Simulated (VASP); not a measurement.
# HC18Cl in VASP: a series of runs

HC18Cl is run at these levels: PBE+D3(BJ); tasks: single point.

Program: VASP 6.6.1. These are calculated values, not measurements. Logs are shortened: lines on timing, memory, paths and dates and some standing lists are left out, and cuts for length are marked.

## (1) The cell of the first run

The cell holds a slab with vacuum, 20 atoms: a = 7.398 Å, b = 7.398 Å, c = 13.000 Å, α = 90.00°, β = 90.00°, γ = 120.00°.

## (2) Single point, PBE+D3(BJ)

INCAR

```
ALGO     = Normal         # electronic algorithm
EDIFF    = 1E-6           # SCF threshold, eV
ENCUT    = 520            # plane-wave cutoff, eV
GGA      = PE             # functional
ISIF     = 2              # what is computed and relaxed
ISMEAR   = -1             # smearing method
IVDW     = 12             # dispersion correction
LASPH    = T              # aspherical terms in the spheres
LCHARG   = T              # write CHGCAR
LELF     = T              # ELF
LREAL    = Auto         
LVHAR    = T            
LWAVE    = F              # write WAVECAR
NBANDS   = 56             # bands
NELM     = 100            # most SCF steps
PREC     = Accurate       # precision mode
SIGMA    = 0.05           # smearing width, eV
```

KPOINTS

```
k-points
0
Gamma
  2 2 1
```

POSCAR

```
HC18Cl
1.0
    7.3980000000      0.0000000000      0.0000000000
   -3.6990000000      6.4068560000      0.0000000000
    0.0000000000      0.0000000000     13.0000000000
C Cl H
18 1 1
Direct
    0.0122744050     -0.0216799004      0.0798153846
    0.2221187904      0.0984414196      0.0793769231
   -0.0009604974      0.3168949013      0.0788000000
    0.2309478450      0.4279946357      0.0777076923
    0.0052994350      0.6455272290      0.0810923077
    0.2255747005      0.7636662975      0.0806692308
    0.3430881835     -0.0136884612      0.0839461538
    0.5542109250      0.0936340695      0.0786538462
    0.3286837592      0.3114632200      0.0861384615
    0.5603239407      0.4312723745      0.0823384615
    0.3509837082      0.6564686330      0.0858153846
    0.5622336268      0.7618557370      0.0823692308
    0.6748136550     -0.0090371939      0.0819923077
    0.8921266878      0.0925258816      0.0770923077
    0.6659000824      0.3196887834      0.0836692308
    0.8891218785      0.4246076391      0.0807307692
    0.6742149244      0.6491327416      0.0842846154
    0.8976703246      0.7559245908      0.0811384615
    0.9899929789      0.2623595723      0.3080692308
    1.0472950044      0.1405213415      0.2643615385
```

Potentials or basis: VASP PAW PBE potentials, release 64 (C, Cl, H).

On the command line:

```sh
$ cat potpaw_PBE.64/C/POTCAR potpaw_PBE.64/Cl/POTCAR potpaw_PBE.64/H/POTCAR > POTCAR
$ mpirun -np 1 vasp_std > vasp.out
```

OUTCAR:

```text
EDIFF = 1E-6
   ENCUT = 520
   GGA = PE
   ISIF = 2
   ISMEAR = -1
   IVDW = 12
   LASPH = T
   LREAL = Auto
   NELM = 100
   PREC = Accurate
 IVDW          = 12

 ion  position               nearest neighbor table
   1  0.012  0.978  0.080-   2 1.35  18 1.43  14 1.50
   2  0.222  0.098  0.079-   1 1.35   9 1.37   7 1.49
   3  0.999  0.317  0.079-  16 1.39  14 1.44   4 1.49
   4  0.231  0.428  0.078-   9 1.38  11 1.47   3 1.49
   5  0.005  0.646  0.081-  18 1.40   6 1.41  16 1.42
   6  0.226  0.764  0.081-   5 1.41   7 1.43  11 1.49
[... 10 lines left out ...]
  17  0.674  0.649  0.084-  10 1.40  18 1.43  12 1.44
  18  0.898  0.756  0.081-   5 1.40   1 1.43  17 1.43
  19  0.990  0.262  0.308-  20 1.30
  20  0.047  0.141  0.264-  19 1.30

  LATTYP: Found a hexagonal cell.
 ALAT       =     7.3980000000
 C/A-ratio  =     1.7572316842

  Lattice vectors:

 A1 = (   7.3980000000,   0.0000000000,   0.0000000000)
 A2 = (  -3.6990000000,   6.4068560000,   0.0000000000)
 A3 = (   0.0000000000,   0.0000000000,  13.0000000000)

Analysis of symmetry for initial positions (statically):
=====================================================================
 Subroutine PRICEL returns:
 Original cell was already a primitive cell.

 Routine SETGRP: Setting up the symmetry group for a
 hexagonal supercell.

 Subroutine GETGRP returns: Found  1 space group operations
 (whereof  1 operations were pure point group operations)
 out of a pool of 24 trial point group operations.

The static configuration has the point symmetry C_1 .

Analysis of symmetry for dynamics (positions and initial velocities):
=====================================================================
 Subroutine PRICEL returns:
 Original cell was already a primitive cell.

 Routine SETGRP: Setting up the symmetry group for a
 hexagonal supercell.

 Subroutine GETGRP returns: Found  1 space group operations
 (whereof  1 operations were pure point group operations)
 out of a pool of 24 trial point group operations.

The dynamic configuration has the point symmetry C_1 .

 Subroutine INISYM returns: Found  1 space group operations
 (whereof  1 operations are pure point group operations),
 and found     1 'primitive' translations

----------------------------------------------------------------------------------------
[... 110 lines left out ...]
   EDIFFG = 0.1E-04   stopping-criterion for IOM
   NSW    =      0    number of steps for IOM
   IBRION =     -1    ionic relax: 0-MD 1-quasi-New 2-CG
   NFREE  =      0    steps in history (QN), initial steepest desc. (CG)
   ISIF   =      2    stress and relaxation
   ISYM   =      2    0-nonsym 1-usesym 2-fastsym
   POTIM  = 0.5000    time-step for ionic-motion
   TEBEG  =    0.0;   TEEND  =   0.0 temperature during run
   PSTRESS=    0.0 pullay stress
   NELECT =      80.0000    total number of electrons
   NUPDOWN=      -1.0000    fix difference up-down
   EMIN   =  10.00;   EMAX   =-10.00  energy-range for DOS
   EFERMI =   0.00;   METHOD = LEGACY
   ISMEAR =    -1;   SIGMA  =   0.05  broadening in eV -4-tet -1-fermi 0-gaus
   EFERMI_NEDOS =   21; number of points for ismear=-14 and -15
   IALGO  =     38    algorithm
   IMIX   =      4    mixing-type and parameters
     AMIX     =   0.40;   BMIX     =  1.00
     AMIX_MAG =   1.60;   BMIX_MAG =  1.00
  volume/ion in A,a.u.               =      30.81       207.91
  Fermi-wavevector in a.u.,A,eV,Ry     =   0.828967  1.566521  9.349739  0.687186
  Thomas-Fermi vector in A             =   1.941434
   LORBIT       =      0    0 simple, 1 ext, 2 COOP (PROOUT), +10 PAW based schemes
   GGA     = PE    functional components
   LHFCALC =     F    Hartree Fock is set to
   AEXX    =    0.0000 exact exchange contribution
   IVDW    =    12    specifies the selected vdW correction
   LEPSILON=     F    determine dielectric tensor
   LRPA    =     F    only Hartree local field effects (RPA)
 non-spin polarized calculation
  energy-cutoff  :      520.00
  volume of cell :      616.17
 maximum number of plane-waves:     16651
 NGX is ok and might be reduce to    56
   NGX = 27   NGY = 27   NGZ = 49

 number of electron      79.9999999 magnetization

 Free energy of the ion-electron system (eV)
  ---------------------------------------------------
  ext. energy  EPLUGINS =         0.00000000
  ---------------------------------------------------
  free energy    TOTEN  =      -170.49291484 eV

  energy without entropy =     -170.46127613  energy(sigma->0) =     -170.47709549

 E-fermi :  -1.7400     XC(G=0):  -3.8710

 val. band max:       -1.7856578081   @ k =   0.0000   0.0000   0.0000
 cond. band min:      -1.6924518106   @ k =   0.0000   0.0000   0.0000
 fundamental gap:      0.0932059976
 Fermi energy:        -1.7399741771

 k-point     1 :       0.0000    0.0000    0.0000
  band No.  band energies     occupation
      1     -21.2891      2.00000
      2     -18.9513      2.00000
      3     -18.8548      2.00000
      4     -18.7535      2.00000
      5     -18.6866      2.00000
      6     -18.6386      2.00000
[... 209 lines left out ...]
     51       3.9261      0.00000
     52       4.0631      0.00000
 [bands above 52 left out]

------------------------ aborting loop because EDIFF is reached ----------------------------------------

 Edisp (eV)   -1.81199

 E8    (eV) :    -0.5610

  FORCE on cell =-STRESS in cart. coord.  units (eV):
  Direction    XX          YY          ZZ          XY          YZ          ZX
  --------------------------------------------------------------------------------------
  -------------------------------------------------------------------------------------
  Total       2.95952     3.40189     1.16050     0.97303    -0.23000    -0.07753
  in kB       7.69536     8.84561     3.01753     2.53007    -0.59804    -0.20160
  external pressure =        6.52 kB  Pullay stress =        0.00 kB

 VOLUME and BASIS-vectors are now :
 -----------------------------------------------------------------------------
  energy-cutoff  :      520.00
  volume of cell :      616.17
      direct lattice vectors                 reciprocal lattice vectors
     7.398000000  0.000000000  0.000000000     0.135171668  0.078041398  0.000000000
    -3.699000000  6.406856000  0.000000000     0.000000000  0.156082796  0.000000000
     0.000000000  0.000000000 13.000000000     0.000000000  0.000000000  0.076923077

 POSITION                                       TOTAL-FORCE (eV/Angst)
 -----------------------------------------------------------------------------------
     -3.52800      6.26796      1.03760        -4.346513      0.449930     -0.258200
      1.27910      0.63070      1.03190         3.708068     -2.237827      0.780469
      6.21870      2.03030      1.02440         2.849516     -0.803935     -0.635373
      0.12540      2.74210      1.01020        -2.548118      0.600670      1.041415
     -2.34860      4.13580      1.05420        -0.246891      0.498541     -0.025878
     -1.15600      4.89270      1.04870         2.792441     -0.047578      0.641119
[... 12 lines left out ...]
      6.35350      1.68090      4.00490         0.327458     -0.287390      0.381072
     -0.16990      0.90030      3.43670        -0.299128      0.269902      0.206399
 -----------------------------------------------------------------------------------
    total drift:                                0.018630     -0.011699     -0.009229

  FREE ENERGIE OF THE ION-ELECTRON SYSTEM (eV)
  ---------------------------------------------------
  free  energy   TOTEN  =      -172.3049033940 eV

  energy  without entropy=     -172.2732646905  energy(sigma->0) =     -172.28908404
```

OSZICAR:

```text
N       E                     dE             d eps       ncg     rms          rms(c)
DAV:   1     0.670764666458E+03    0.67076E+03   -0.31620E+04   456   0.112E+03
DAV:   2    -0.734267844352E+02   -0.74419E+03   -0.70907E+03   656   0.270E+02
DAV:   3    -0.178953243851E+03   -0.10553E+03   -0.10473E+03   528   0.107E+02
[... 14 lines left out ...]
DAV:  18    -0.170492782634E+03   -0.29577E-03   -0.25431E-05   480   0.118E-02    0.343E-03
DAV:  19    -0.170492886237E+03   -0.10360E-03   -0.90355E-06   424   0.615E-03    0.112E-03
DAV:  20    -0.170492908975E+03   -0.22739E-04   -0.15649E-06   400   0.272E-03    0.511E-04
DAV:  21    -0.170492914220E+03   -0.52444E-05   -0.45487E-07   328   0.137E-03    0.275E-04
DAV:  22    -0.170492914838E+03   -0.61863E-06   -0.72126E-08   360   0.620E-04
   1 F= -.17230490E+03 E0= -.17228908E+03  d E =-.316387E-01
```

Wall time 6.4 min (1 thread of Oxide Virtual Turin-like, shared host); peak memory 0.61 GiB.

Results:

| Quantity | Value |
| --- | --- |
| Free energy | -172.3049 eV |
| Largest force | 4.401 eV/Å |
| Band gap on the k mesh | 0.09 eV |
| Dispersion energy per atom | -0.091 eV |

Forces in eV/Å, atoms in the order of the input:
```
C   -4.347  0.450 -0.258
C    3.708 -2.238  0.780
C    2.850 -0.804 -0.635
C   -2.548  0.601  1.041
C   -0.247  0.499 -0.026
C    2.792 -0.048  0.641
C   -3.685 -1.589 -0.799
C    2.841  1.754  0.897
C    1.664  3.268 -1.157
C   -1.323 -1.029  0.756
C   -3.603 -1.780 -1.095
C    1.359  1.965  0.496
C   -0.599 -2.135 -0.545
C    1.120  0.961  0.270
C    1.913 -0.766 -0.662
C   -0.893  0.047  0.053
C   -0.174  0.617 -0.439
C   -0.857  0.243  0.093
Cl   0.327 -0.287  0.381
H   -0.299  0.270  0.206
```

Caveat: the k points lie up to 0.49 Å⁻¹ apart; the atoms stand as in a frame of molecular dynamics; there is no dipole correction, which matters where the two faces differ; semilocal functionals underestimate gaps, and a narrow one can read as zero.

(Continued in part 2 of 2.)
